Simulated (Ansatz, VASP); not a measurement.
One calculation of C, two programs

```xyz
12
Lattice="2.4323 0.0000 0.0000 -1.2162 2.1064 0.0000 0.0000 0.0000 12.8952" Properties=species:S:1:pos:R:3 pbc="T T T"
C     0.0000    0.0000    2.4096
C     0.0000    0.0000    8.8572
C     0.0000    0.0000    4.0380
C     0.0000    0.0000   10.4856
C     0.0000    1.4043    6.7154
C     1.2162    0.7021    0.2678
C     0.0000    1.4043   12.6274
C     1.2162    0.7021    6.1798
C     0.0000    1.4043    8.3186
C     1.2162    0.7021    1.8710
C     0.0000    1.4043   11.0242
C     1.2162    0.7021    4.5766
```

Alike in both runs: task single point; functional PBE; k mesh 12 × 12 × 2; occupations gaussian, width 0.05 eV; no spin polarisation.

|  | VASP | Ansatz |
| --- | --- | --- |
| version | VASP 6.6.1 | Ansatz 0.2.0 |
| potentials or method | VASP PAW PBE potentials, release 64 (C), cutoff 520 eV | scalar-relativistic, plane waves, PAW |
| valence electrons in the cell | 48 | 48 |

```csv
,VASP,Ansatz,Ansatz less VASP
gap on the k mesh at the Fermi level (eV),3.68,3.68,+0.003
least direct gap on the mesh (eV),3.68,3.68,+0.003
pressure (GPa),19.7,18.9,-0.78
"traceless stress, the component that is largest in VASP (GPa)",-58.88,-58.53,+0.343
rms of the force components (eV/Å),0.050,0.040,-0.0108
```

Atom by atom the forces differ by 0.014 eV/Å (rms over components). With one functional, cell and mesh, what is left measures potentials, basis and numerics.
